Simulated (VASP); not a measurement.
Input of a VASP 6.6.1 run:

File INCAR:

```
SYSTEM = Si3F
PREC = Accurate
ENCUT = 600
EDIFF = 1E-6
ISMEAR = 0
SIGMA = 0.1
LREAL = .False.
LASPH = .True.
NELM = 80
ALGO = Normal
ISIF = 3
LWAVE = .False.
LCHARG = .False.
GGA = PE
IBRION = 2
NSW = 90
EDIFFG = -0.04
```

The input KPOINTS:

```
Automatic mesh
0
Gamma
  3 3 6
  0 0 0
```

File POSCAR:

```
Si3F
1.0
    6.1055641425      0.0000000000      0.0000000000
   -3.0527820712      5.2875736518      0.0000000000
    0.0000000000      0.0000000000      3.4586798866
Si F
6 2
Direct
    0.3850600000      0.2987800000      0.2500000000
    0.0862800000      0.3850600000      0.7500000000
    0.7012200000      0.0862800000      0.2500000000
    0.6149400000      0.7012200000      0.7500000000
    0.9137200000      0.6149400000      0.2500000000
    0.2987800000      0.9137200000      0.7500000000
    0.3333333333      0.6666666667      0.2500000000
    0.6666666667      0.3333333333      0.7500000000
```

Potentials or basis: VASP PAW PBE potentials, release 64 (Si, F).

Command:

```console
$ cat potpaw_PBE.64/Si/POTCAR potpaw_PBE.64/F/POTCAR > POTCAR
$ mpirun -np 1 vasp_std > vasp.out
```

(1) What does it give for the band gap on the k mesh?

(2) What does it give for the relaxed cell?

(3) Predict the relaxed volume.

Results:

(1) zero (bands 19 and 20 overlap by 1.26 eV).

(2) a = 5.462 Å, b = 5.462 Å, c = 4.335 Å, α = 90.00°, β = 90.00°, γ = 120.00°.

(3) 14.00 Å³/atom.

Caveat: the k points lie up to 0.44 Å⁻¹ apart in the final cell, too coarse for converged energies and pressures of a metal; a cell axis changed by over 15 % at a fixed basis, so the end point is rough.
